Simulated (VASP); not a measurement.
LiCl:

```
Li Cl
1.0
     0.00000    2.54212    2.54212
     2.54212    0.00000    2.54212
     2.54212    2.54212    0.00000
Li Cl
1 1
Direct
  0.00000 0.00000 0.00000
  0.50000 0.50000 0.50000
```

Base run:

| Item | Value |
| --- | --- |
| Program | VASP 6.6.1 |
| Functional | BLYP |
| Potentials or basis | VASP PAW PBE potentials, release 64 (Li_sv, Cl) |
| Cutoff | 520 eV |
| k mesh | 8 × 8 × 8 |
| Occupations | gaussian, width 0.1 eV |
| Spin | no spin polarisation |

Its results: band gap on the k mesh 6.66 eV, direct.

Question: The run is repeated on the same cell with these changes: functional from BLYP to PBE. What comes out?

Answer: Band gap on the k mesh 6.50 eV, direct.

A k mesh can miss the band edges.
